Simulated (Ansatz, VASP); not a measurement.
## One calculation of Ni, two programs

POSCAR

```
Ni
1.0
   -1.4108540358      1.4108540358      1.4108540358
    1.4108540358     -1.4108540358      1.4108540358
    1.4108540358      1.4108540358     -1.4108540358
Ni
1
Direct
    0.0000000000      0.0000000000      0.0000000000
```

File INCAR.step1:

```
SYSTEM = Ni
  PREC = Accurate
  ENCUT = 650
  ISMEAR = -1
  SIGMA = 0.05
  LREAL = .FALSE.
  LASPH = .TRUE.
  NELM = 200
  ISPIN = 2
  MAGMOM = 1
  LMAXMIX = 4
  NBANDS = 19
  GGA = PE
  ALGO = Normal
  EDIFF = 1E-5
  LWAVE = .TRUE.
  LCHARG = .FALSE.
  GGA_COMPAT = .FALSE.
```

INCAR.step2

```
SYSTEM = Ni
  PREC = Accurate
  ENCUT = 650
  EDIFF = 1E-6
  ISMEAR = -1
  SIGMA = 0.05
  LREAL = .FALSE.
  LASPH = .TRUE.
  NELM = 200
  ALGO = Normal
  ISIF = 2
  LWAVE = .FALSE.
  LCHARG = .FALSE.
  ISPIN = 2
  MAGMOM = 1
  LORBIT = 11
  LMAXMIX = 4
  METAGGA = R2SCAN
  LMIXTAU = .TRUE.
  NBANDS = 19
  ISTART = 1
  GGA_COMPAT = .FALSE.
```

The input KPOINTS:

```
regular mesh
0
G
  13 13 13
  0 0 0
```

Contents of input.yaml:

```yaml
crystal:
  lattice:
    - [-1.4108540358, 1.4108540358, 1.4108540358]
    - [1.4108540358, -1.4108540358, 1.4108540358]
    - [1.4108540358, 1.4108540358, -1.4108540358]
  atoms:
    - { symbol: Ni, position: [0.0, 0.0, 0.0], spin: 1.0 }
hamiltonian:
  xc: r2scan
  pseudopotentials: { kind: paw }
magnetization:
  spin_polarized: true
kpoints:
  mp_grid: { grid: [13, 13, 13] }
scf:
  occupations: { method: fermi_dirac, width: 0.05 }
output:
  forces: true
  stress: true
  eigenvalues: true
```

Alike in both runs: task single point; functional r2SCAN; k mesh 13 × 13 × 13; occupations fermi-dirac, width 0.05 eV; collinear spin.

```csv
,VASP,Ansatz
version,VASP 6.6.1,Ansatz 0.2.0
potentials or method,"VASP PAW PBE potentials, release 64 (Ni_sv_GW)",Ansatz PAW
plane-wave cutoff (eV),650,500
valence electrons in the cell,18,18
```

Ansatz gave:

* gap on the k mesh at the Fermi level (eV): none
* pressure (GPa): -11.2
* net moment per atom (μB): 0.66
* size of the moment on the site where the two differ most (μB): 0.72

Task: What did VASP give for the same quantities?

Result: gap on the k mesh at the Fermi level (eV): none; pressure (GPa): -14.3; net moment per atom (μB): 0.66; size of the moment on the site where the two differ most (μB): 0.72.

VASP's potentials were made for PBE, not for r2SCAN. Site moments also hang on the region over which each program counts them. A gap of «none» marks a metal or a gap that the smearing closes. The functional is the same, so the differences come from potentials, cutoffs and numerics.

Noted on Ansatz's run: the magnetic or orbital state may not be the lowest.
